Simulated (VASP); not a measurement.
# Cs2TeH6SO10 (P1) in VASP: notebook

The runs below take Cs2TeH6SO10 through molecular dynamics, single point, with PBE+D3(BJ).

Program: VASP 6.6.1. These are calculated values, not measurements. Logs are shortened: lines on timing, memory, paths and dates and some standing lists are left out, and cuts for length are marked.

### Step 1. The cell of the first run

The typed cell holds 20 atoms: a = 7.028 Å, b = 7.028 Å, c = 7.028 Å, α = 64.29°, β = 64.29°, γ = 64.29°.

### Step 2. Molecular dynamics, PBE+D3(BJ)

Input file INCAR:

```
ALGO     = Normal         # electronic algorithm
EDIFF    = 1E-5           # SCF threshold, eV
ENCUT    = 520            # plane-wave cutoff, eV
GGA      = PE             # functional
IBRION   = 0              # ionic algorithm
ISIF     = 2              # what is computed and relaxed
ISMEAR   = -1             # smearing method
ISYM     = 0            
IVDW     = 12             # dispersion correction
LASPH    = True           # aspherical terms in the spheres
LCHARG   = False          # write CHGCAR
LREAL    = Auto         
LWAVE    = False          # write WAVECAR
MDALGO   = 2            
NELM     = 80             # most SCF steps
NELMIN   = 4            
NSW      = 40             # ionic steps
POTIM    = 0.5            # step
PREC     = Accurate       # precision mode
RANDOM_SEED= 361307 0 0   
SIGMA    = 0.05           # smearing width, eV
SMASS    = 0            
TEBEG    = 910.0        
TEEND    = 910.0
```

Input file KPOINTS:

```
k-points
0
Gamma
  2 2 2
```

Input file POSCAR:

```
Cs2TeH6SO10
1.0
    3.7395000000      2.1590010000      5.5456670000
   -3.7395000000      2.1590010000      5.5456670000
    0.0000000000     -4.3180030000      5.5456670000
Cs Te H S O
2 1 6 1 10
Direct
    0.2718278300      0.3124379500      0.2433671600
    0.7316555000      0.7575831600      0.7855942900
    0.0051733900      0.0365048200      0.0358430000
    1.2864415100      0.7747158900     -0.2604550700
   -0.1125950400      1.1276367600      0.7435796700
    0.6715775600     -0.1289066000      1.2881165000
    0.8062846400      0.3775175200      0.1848573600
    0.1598522500      0.9280940100      0.3138159200
    0.2991535200      0.1634881000      0.7499580500
    0.5166749200      0.5525951200      0.5304496800
    1.1218103100      0.8096469700     -0.0822009600
   -0.0829533800      1.2304184700      0.7766234900
    0.7502731500     -0.0157320700      1.1496814500
    0.4825596800      0.4794938300      0.3871660200
    0.7400747900      0.5867050000      0.4426868400
    0.3296583000      0.7898937400      0.5396706600
    0.5167380800      0.4125727500      0.7560786000
    0.9470114700      0.3275474500      0.0884114200
    0.0333181500      0.9071687400      0.3456797900
    0.2996696800      0.0819219900      0.9110922400
```

Potentials or basis: VASP PAW PBE potentials, release 64 (Cs_sv, Te, H, S, O).

Launch:

```
cat potpaw_PBE.64/Cs_sv/POTCAR potpaw_PBE.64/Te/POTCAR potpaw_PBE.64/H/POTCAR potpaw_PBE.64/S/POTCAR potpaw_PBE.64/O/POTCAR > POTCAR
mpirun -np 1 vasp_std > vasp.out
```

OUTCAR:

```text
EDIFF = 1E-5
   ENCUT = 520
   GGA = PE
   IBRION = 0
   ISIF = 2
   ISMEAR = -1
   ISYM = 0
   IVDW = 12
   LASPH = True
   LREAL = Auto
   NELM = 80
   NELMIN = 4
   NSW = 40
   POTIM = 0.5
   PREC = Accurate
   TEBEG = 910.0
 IVDW          = 12

 ion  position               nearest neighbor table
   1  0.272  0.312  0.243-
   2  0.732  0.758  0.786-
   3  0.005  0.037  0.036-  13 1.75  11 1.82  12 1.91  20 1.98  19 2.03  18 2.07   5 2.28
   4  0.286  0.775  0.740-  16 1.27  11 1.32
   5  0.887  0.128  0.744-  12 0.97   3 2.28
   6  0.672  0.871  0.288-  13 1.06
   7  0.806  0.378  0.185-  18 0.94
   8  0.160  0.928  0.314-  19 0.88
   9  0.299  0.163  0.750-  20 1.02
  10  0.517  0.553  0.530-  14 1.45  17 1.46  15 1.50  16 1.62
  11  0.122  0.810  0.918-   4 1.32   3 1.82
  12  0.917  0.230  0.777-   5 0.97   3 1.91
  13  0.750  0.984  0.150-   6 1.06   3 1.75
  14  0.483  0.479  0.387-  10 1.45
  15  0.740  0.587  0.443-  10 1.50
  16  0.330  0.790  0.540-   4 1.27  10 1.62
  17  0.517  0.413  0.756-  10 1.46
  18  0.947  0.328  0.088-   7 0.94   3 2.07
  19  0.033  0.907  0.346-   8 0.88   3 2.03
  20  0.300  0.082  0.911-   9 1.02   3 1.98

IMPORTANT INFORMATION: All symmetrisations will be switched off!
NOSYMM: (Re-)initialisation of all symmetry stuff for point group C_1.

----------------------------------------------------------------------------------------

                                     Primitive cell

  volume of cell :     268.6405

  direct lattice vectors                    reciprocal lattice vectors
     3.739500000  2.159001000  5.545667000     0.133707715  0.077196185  0.060106991
    -3.739500000  2.159001000  5.545667000    -0.133707715  0.077196185  0.060106991
     0.000000000 -4.318003000  5.545667000     0.000000000 -0.154392370  0.060106978

  length of vectors
     7.028482627  7.028482627  7.028482936     0.165679976  0.165679976  0.165679971

  position of ions in fractional coordinates (direct lattice)
     0.271827830  0.312437950  0.243367160
     0.731655500  0.757583160  0.785594290
     0.005173390  0.036504820  0.035843000
     0.286441510  0.774715890  0.739544930
     0.887404960  0.127636760  0.743579670
     0.671577560  0.871093400  0.288116500
[... 12 lines left out ...]
     0.033318150  0.907168740  0.345679790
     0.299669680  0.081921990  0.911092240

  ion indices of the primitive-cell ions
   primitive index   ion index
                 1           1
                 2           2
                 3           3
                 4           4
                 5           5
                 6           6
[... 12 lines left out ...]
                19          19
                20          20

----------------------------------------------------------------------------------------

 KPOINTS: k-points

Automatic generation of k-mesh.
 Grid dimensions read from file:
 generate k-points for:    2    2    2

 Generating k-lattice:

  Cartesian coordinates                     Fractional coordinates (reciprocal lattice)
     0.066853857  0.038598093  0.030053496     0.500000000 -0.000000000 -0.000000000
    -0.066853857  0.038598093  0.030053496    -0.000000000  0.500000000 -0.000000000
     0.000000000 -0.077196185  0.030053489     0.000000000  0.000000000  0.500000000

  Length of vectors
     0.082839988  0.082839988  0.082839985

  Shift w.r.t. Gamma in fractional coordinates (k-lattice)
     0.000000000  0.000000000  0.000000000

 Subroutine IBZKPT returns following result:
 ===========================================

 Found      8 irreducible k-points:

 Following reciprocal coordinates:
            Coordinates               Weight
  0.000000  0.000000  0.000000      1.000000
  0.500000  0.000000 -0.000000      1.000000
  0.000000  0.500000 -0.000000      1.000000
 -0.000000 -0.000000  0.500000      1.000000
  0.500000  0.500000 -0.000000      1.000000
  0.500000  0.000000  0.500000      1.000000
  0.000000  0.500000  0.500000      1.000000
  0.500000  0.500000  0.500000      1.000000
   k-points           NKPTS =      8   k-points in BZ     NKDIM =      8   number of bands    NBANDS=     59
   number of dos      NEDOS =    301   number of ions     NIONS =     20
   total plane-waves  NPLWV = 157464
   dimension x,y,z NGX =    54 NGY =   54 NGZ =   54
   dimension x,y,z NGXF=   108 NGYF=  108 NGZF=  108
   ions per type =               2   1   6   1  10
   NGX,Y,Z   is equivalent  to a cutoff of  12.77, 12.77, 12.77 a.u.
   NGXF,Y,Z  is equivalent  to a cutoff of  25.55, 25.55, 25.55 a.u.
 SYSTEM =  unknown system
   PREC   = accura    normal or accurate (medium, high low for compatibility)
   ISTART =      0    job   : 0-new  1-cont  2-samecut
   ICHARG =      2    charge: 1-file 2-atom 10-const
   ISPIN  =      1    spin polarized calculation?
   LNONCOLLINEAR =      F non collinear calculations
   LSORBIT =      F    spin-orbit coupling
   LASPH  =      T    aspherical Exc in radial PAW
   ENCUT  =  520.0 eV  38.22 Ry    6.18 a.u.  13.07 13.07 13.07*2*pi/ulx,y,z
   NELM   =     80;   NELMIN=  4; NELMDL= -5     # of ELM steps
   EDIFF  = 0.1E-04   stopping-criterion for ELM
   LREAL  =      T    real-space projection
   EDIFFG = 0.1E-03   stopping-criterion for IOM
   NSW    =     40    number of steps for IOM
   IBRION =      0    ionic relax: 0-MD 1-quasi-New 2-CG
   NFREE  =      0    steps in history (QN), initial steepest desc. (CG)
   ISIF   =      2    stress and relaxation
   ISYM   =      0    0-nonsym 1-usesym 2-fastsym
   POTIM  = 0.5000    time-step for ionic-motion
   TEBEG  =  910.0;   TEEND  = 910.0 temperature during run
   PSTRESS=    0.0 pullay stress
   NELECT =      96.0000    total number of electrons
   NUPDOWN=      -1.0000    fix difference up-down
   EMIN   =  10.00;   EMAX   =-10.00  energy-range for DOS
   EFERMI =   0.00;   METHOD = LEGACY
   ISMEAR =    -1;   SIGMA  =   0.05  broadening in eV -4-tet -1-fermi 0-gaus
   EFERMI_NEDOS =   21; number of points for ismear=-14 and -15
   IALGO  =     38    algorithm
   IMIX   =      4    mixing-type and parameters
     AMIX     =   0.40;   BMIX     =  1.00
     AMIX_MAG =   1.60;   BMIX_MAG =  1.00
  volume/ion in A,a.u.               =      13.43        90.64
  Fermi-wavevector in a.u.,A,eV,Ry     =   1.161738  2.195366 18.362892  1.349634
  Thomas-Fermi vector in A             =   2.298306
   LORBIT       =      0    0 simple, 1 ext, 2 COOP (PROOUT), +10 PAW based schemes
   GGA     = PE    functional components
   LHFCALC =     F    Hartree Fock is set to
   AEXX    =    0.0000 exact exchange contribution
   IVDW    =    12    specifies the selected vdW correction
   LEPSILON=     F    determine dielectric tensor
   LRPA    =     F    only Hartree local field effects (RPA)
 molecular dynamics for ions
 non-spin polarized calculation
  energy-cutoff  :      520.00
  volume of cell :      268.64
 maximum number of plane-waves:      7256
 NGX is ok and might be reduce to    54
   NGX = 27   NGY = 27   NGZ = 27

--------------------------------------- Ionic step        1  -------------------------------------------

 number of electron      96.0000001 magnetization

 Free energy of the ion-electron system (eV)
  ---------------------------------------------------
  ext. energy  EPLUGINS =         0.00000000
  ---------------------------------------------------
  free energy    TOTEN  =      -100.46678840 eV

  energy without entropy =     -100.46678840  energy(sigma->0) =     -100.46678840

------------------------ aborting loop because EDIFF is reached ----------------------------------------

 Edisp (eV)   -2.17565

 E8    (eV) :    -0.8471

  FORCE on cell =-STRESS in cart. coord.  units (eV):
  Direction    XX          YY          ZZ          XY          YZ          ZX
  --------------------------------------------------------------------------------------
  -------------------------------------------------------------------------------------
  Total       8.20303     8.40113     9.90259     5.01565     8.05078     5.66529
  in kB      48.92304    50.10451    59.05922    29.91341    48.01503    33.78789
  external pressure =       52.70 kB  Pullay stress =        0.00 kB

 VOLUME and BASIS-vectors are now :
 -----------------------------------------------------------------------------
  energy-cutoff  :      520.00
  volume of cell :      268.64
      direct lattice vectors                 reciprocal lattice vectors
     3.739500000  2.159001000  5.545667000     0.133707715  0.077196185  0.060106991
    -3.739500000  2.159001000  5.545667000    -0.133707715  0.077196185  0.060106991
     0.000000000 -4.318003000  5.545667000     0.000000000 -0.154392370  0.060106978
[... 166 lines left out ...]
  energy  without entropy=     -102.4962637856  energy(sigma->0) =     -102.49626379

  ENERGY OF THE ELECTRON-ION-THERMOSTAT SYSTEM (eV)
  ---------------------------------------------------
% ion-electron   TOTEN  =      -102.496264  see above
  kinetic energy EKIN   =         2.088299
  kin. lattice  EKIN_LAT=         0.000000  (temperature  850.30 K)
  nose potential ES     =        -0.003094
  nose kinetic   EPS    =         0.000139
  ---------------------------------------------------
  total energy   ETOTAL =      -100.410919 eV

[... ionic steps 4 to 37 ...]

--------------------------------------- Ionic step       38  -------------------------------------------

 number of electron      96.0000004 magnetization

------------------------ aborting loop because EDIFF is reached ----------------------------------------

 Edisp (eV)   -2.18000

 E8    (eV) :    -0.8495

  FORCE on cell =-STRESS in cart. coord.  units (eV):
  Direction    XX          YY          ZZ          XY          YZ          ZX
  --------------------------------------------------------------------------------------
  -------------------------------------------------------------------------------------
  Total      -0.25462     1.68472    -2.55557     0.04150     2.77931    -0.09826
  in kB      -1.51854    10.04771   -15.24147     0.24749    16.57584    -0.58605
  external pressure =       -2.24 kB  Pullay stress =        0.00 kB
[... 109 lines left out ...]
  ENERGY OF THE ELECTRON-ION-THERMOSTAT SYSTEM (eV)
  ---------------------------------------------------
% ion-electron   TOTEN  =      -104.578089  see above
  kinetic energy EKIN   =         2.105841
  kin. lattice  EKIN_LAT=         0.000000  (temperature  857.44 K)
  nose potential ES     =         2.055088
  nose kinetic   EPS    =         0.005081
  ---------------------------------------------------
  total energy   ETOTAL =      -100.412078 eV

--------------------------------------- Ionic step       40  -------------------------------------------

 number of electron      96.0000002 magnetization

 Free energy of the ion-electron system (eV)
  ---------------------------------------------------
  ext. energy  EPLUGINS =         0.00000000
  ---------------------------------------------------
  free energy    TOTEN  =      -102.29806412 eV

  energy without entropy =     -102.29806412  energy(sigma->0) =     -102.29806412

 E-fermi :   1.4425     XC(G=0):  -8.7012

 val. band max:        0.2763720408   @ k =   0.0000   0.5000  -0.0000
 cond. band min:       2.6611889692   @ k =   0.0000   0.0000   0.0000
 fundamental gap:      2.3848169284
 Fermi energy:         1.4424705680

 k-point     1 :       0.0000    0.0000    0.0000
  band No.  band energies     occupation
      1     -22.2404      2.00000
      2     -19.6250      2.00000
      3     -18.8429      2.00000
      4     -18.6852      2.00000
      5     -18.4779      2.00000
      6     -18.3279      2.00000
[... 536 lines left out ...]
  FREE ENERGIE OF THE ION-ELECTRON SYSTEM (eV)
  ---------------------------------------------------
  free  energy   TOTEN  =      -104.4782727775 eV

  energy  without entropy=     -104.4782727774  energy(sigma->0) =     -104.47827278

  ENERGY OF THE ELECTRON-ION-THERMOSTAT SYSTEM (eV)
  ---------------------------------------------------
% ion-electron   TOTEN  =      -104.478273  see above
  kinetic energy EKIN   =         1.990494
  kin. lattice  EKIN_LAT=         0.000000  (temperature  810.48 K)
  nose potential ES     =         2.076598
  nose kinetic   EPS    =         0.003394
  ---------------------------------------------------
  total energy   ETOTAL =      -100.407786 eV
```

Run time: 31 min. Hardware: 1 thread of Intel Xeon 6975P-C (Granite Rapids), shared host; peak memory 0.65 GiB.

What came out:

| Quantity | Value |
| --- | --- |
| Dispersion energy per atom | -0.109 eV |

Caveat: the k points lie up to 0.52 Å⁻¹ apart; spin-orbit coupling is left out, which moves the levels of the heavy elements.

(Part 1 of 3 ends here.)
